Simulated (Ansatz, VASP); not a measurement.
## Cu3Ni2: VASP beside Ansatz

```
Cu Ni
1.0
     2.52059    0.00000    0.00000
    -1.26030    2.18290    0.00000
     0.00000    0.00000   20.84959
Cu Ni
6 4
Cartesian
  0.0000 1.4553 17.6552
  0.0000 1.4553 1.0664
  0.0000 1.4553 9.3614
  1.2603 0.7276 19.7832
  1.2603 0.7276 3.1943
  1.2603 0.7276 11.4882
  0.0000 1.4553 13.5631
  0.0000 1.4553 5.2674
  1.2603 0.7276 15.5822
  1.2603 0.7276 7.2865
```

Alike in both runs: task relaxation of cell and atoms; functional PBE; k mesh 18 × 18 × 2; occupations gaussian, width 0.1 eV; no spin polarisation.

|  | VASP | Ansatz |
| --- | --- | --- |
| version | VASP 6.6.1 | Ansatz 0.2.0 |
| potentials or method | VASP PAW PBE potentials, release 64 (Cu, Ni), cutoff 600 eV | scalar-relativistic, plane waves, PAW |
| valence electrons in the cell | 106 | 186 |

|  | VASP | Ansatz | Ansatz less VASP |
| --- | --- | --- | --- |
| gap on the k mesh at the Fermi level, each at its own relaxed structure (eV) | none | none | - |
| relaxed volume (Å³/atom) | 11.50 | 11.47 | -0.026 |
| relaxed length of the cell vector where the two differ most in proportion (Å) | 2.523 | 2.521 | -0.0024 |

A gap of «none» marks a metal or a gap that the smearing closes. VASP's potentials hold 106 valence electrons a cell and Ansatz's 186, so a difference there can come from the potentials and not from the codes.
